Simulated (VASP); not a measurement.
Write the native input for VASP 6.6.1 that does the following.

```yaml
Task: single point
Functional: PBE
Potentials_or_basis: VASP PAW PBE potentials, release 64 (Ge_d)
Cutoff: 520 eV
k_mesh: 8 × 8 × 8
Occupations: fermi-dirac, width 0.05 eV
Spin: no spin polarisation
Dipole_correction: no
Further_INCAR_settings: ALGO = Normal; EDIFF = 1e-06; NBANDS = 21
```

The structure of Ge lies in POSCAR:

```
Ge
1.0
    4.1174995974      0.0000000000      0.0000000000
   -2.0587447656      3.5658602863      0.0000000000
    0.0000000000      0.0000000000      3.3486109732
Ge
2
Direct
    0.6666700000      0.3333300000      0.1408600000
    0.3333300000      0.6666700000      0.8591400000
```

The input as run:

INCAR

```
SYSTEM = Ge
PREC     = Accurate       ! precision mode
ENCUT    = 520            ! plane-wave cutoff, eV
EDIFF    = 1E-6           ! SCF threshold, eV
ISMEAR   = -1             ! smearing method
SIGMA    = 0.05           ! smearing width, eV
LREAL    = .False.        ! projectors in reciprocal space
LASPH    = .True.         ! aspherical terms in the spheres
NELM     = 60             ! most SCF steps
ALGO     = Normal         ! electronic algorithm
ISIF     = 2              ! what is computed and relaxed
LWAVE    = .False.        ! write WAVECAR
LCHARG   = .False.        ! write CHGCAR
GGA      = PE             ! functional
NBANDS   = 21             ! bands
```

KPOINTS

```
Automatic mesh
0
Gamma
  8 8 8
  0 0 0
```

Potentials or basis: VASP PAW PBE potentials, release 64 (Ge_d).

Command:

```sh
$ cat potpaw_PBE.64/Ge_d/POTCAR > POTCAR
$ mpirun -np 1 vasp_std > vasp.out
```

It gave:

```yaml
Pressure: -2.5 GPa
Largest_force: 0.059 eV/Å
Band_gap_on_the_k_mesh: zero (band 14 reaches 6.45 eV, above the bottom of band 15 at 1.75 eV)
```

Run time: 80 s on 1 thread of Intel(R) Xeon(R) Platinum 8375C CPU @ 2.90GHz (Ice Lake), on a shared host, peak memory 0.25 GiB.
